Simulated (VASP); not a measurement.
Wanted: the native input for a VASP 6.6.1 run.

```
Task                   : single point
Functional             : PBE
Potentials or basis    : VASP PAW PBE potentials, release 64 (Sc_sv, Ga_d, S)
Cutoff                 : 520 eV
k mesh                 : 6 × 4 × 4
Occupations            : gaussian, width 0.1 eV
Spin                   : no spin polarisation
Dipole correction      : no
Further INCAR settings : ALGO = Normal; EDIFF = 1e-07; NBANDS = 28
```

The structure of Sc2GaS lies in POSCAR:

```
Sc2GaS
1.0
    3.5713612626      0.0000000000      0.0000000000
    0.0000000000      3.6884596759      3.7100788990
    0.0000000000     -3.6884596759      3.7100788990
Sc Ga S
2 1 1
Direct
    0.0000000000      0.7083600086      0.2083713522
    0.0000000000      0.2083713522      0.7083600086
    0.0000000000      0.7083725190      0.7083725190
    0.0000000000      0.2083660602      0.2083660602
```

The cell was generated, and may not be a known phase.

These files were run (other wordings do the same):

INCAR

```
ALGO = Normal
EDIFF = 1E-7
ENCUT = 520
GGA = PE
ISIF = 2
ISMEAR = 0
LASPH = True
LCHARG = False
LREAL = False
LWAVE = False
NBANDS = 28
NELM = 60
PREC = Accurate
SIGMA = 0.1
```

KPOINTS

```
k-points
0
Gamma
  6 4 4
```

Potentials or basis: VASP PAW PBE potentials, release 64 (Sc_sv, Ga_d, S).

Command:

```bash
$ cat potpaw_PBE.64/Sc_sv/POTCAR potpaw_PBE.64/Ga_d/POTCAR potpaw_PBE.64/S/POTCAR > POTCAR
$ mpirun -np 1 vasp_std > vasp.out
```

Results of the run:

| Item | Value |
| --- | --- |
| Pressure | 0.2 GPa |
| Band gap on the k mesh | zero (an odd number of electrons rules out a gap without spin polarisation) |

Wall time 39 s on 1 thread of Intel(R) Xeon(R) 6975P-C (Granite Rapids), with other jobs on the host, peak memory 0.24 GiB.
